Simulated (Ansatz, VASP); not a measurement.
**NiSb: VASP beside Ansatz**

```
CELL_PARAMETERS angstrom
3.92800 0.00000 0.00000
-1.96400 3.40175 0.00000
0.00000 0.00000 5.12000
ATOMIC_POSITIONS crystal
Sb 0.66667 0.33333 0.75000
Sb 0.33333 0.66667 0.25000
Ni 0.00000 0.00000 0.50000
Ni 0.00000 0.00000 0.00000
```

Alike in both runs: task single point; functional PBE; k mesh 8 × 8 × 5; occupations fermi-dirac, width 0.05 eV; collinear spin.

|  | VASP | Ansatz |
| --- | --- | --- |
| version | VASP 6.6.1 | Ansatz 0.2.0 |
| potentials or method | VASP PAW PBE potentials, release 64 (Sb, Ni) | Ansatz PAW |
| plane-wave cutoff (eV) | 520 | 420 |
| valence electrons in the cell | 30 | 66 |

```tsv
	VASP	Ansatz	Ansatz less VASP
gap on the k mesh at the Fermi level (eV)	none	none	-
pressure (GPa)	3.6	3.8	+0.15
traceless stress, the component that is largest in VASP (GPa)	-0.34	-0.46	-0.120
net moment per atom (μB)	0.00	0.00	0.000
```

A gap of «none» marks a metal or a gap that the smearing closes. With one functional, cell and mesh, what is left measures potentials, basis and numerics. VASP's potentials hold 30 valence electrons a cell and Ansatz's 66, so a difference there can come from the potentials and not from the codes.

Neither program's run includes spin-orbit coupling.
